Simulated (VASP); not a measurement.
Wanted: the native input for a VASP 6.6.1 run.

```
Task                   : single point
Functional             : revPBE
Potentials or basis    : VASP PAW PBE potentials, release 64 (Ag)
Cutoff                 : 520 eV
k mesh                 : 14 × 14 × 8
Occupations            : fermi-dirac, width 0.1 eV
Spin                   : no spin polarisation
Dipole correction      : no
Further INCAR settings : ALGO = Normal; EDIFF = 1e-06; NBANDS = 18
```

The structure of Ag lies in POSCAR:

```
Ag
1.0
    2.9781776453      0.0000000000      0.0000000000
   -1.4890888226      2.5791774978      0.0000000000
    0.0000000000      0.0000000000      4.8176246266
Ag
2
Direct
    0.3333333333      0.6666666667      0.2500000000
    0.6666666667      0.3333333333      0.7500000000
```

The input as run:

INCAR

```
SYSTEM = Ag
ALGO = Normal
EDIFF = 1E-6
ENCUT = 520
GGA = RE
ISIF = 2
ISMEAR = -1
LASPH = .True.
LCHARG = .False.
LREAL = .False.
LWAVE = .False.
NBANDS = 18
NELM = 80
PREC = Accurate
SIGMA = 0.1
```

KPOINTS

```
k-points
0
Gamma
  14 14 8
  0 0 0
```

Potentials or basis: VASP PAW PBE potentials, release 64 (Ag).

Command:

```sh
$ cat potpaw_PBE.64/Ag/POTCAR > POTCAR
$ mpirun -np 1 vasp_std > vasp.out
```

Results of the run:

```yaml
Pressure: -0.1 GPa
Band_gap_on_the_k_mesh: zero (band 11 reaches 10.93 eV, above the bottom of band 12 at 4.10 eV)
```

Caveat: the PAW data sets were made with another functional, which shifts forces and pressure a little.

Run time: 18 s on 1 thread of Intel(R) Xeon(R) 6975P-C (Granite Rapids) (shared host), peak memory 0.2 GiB.
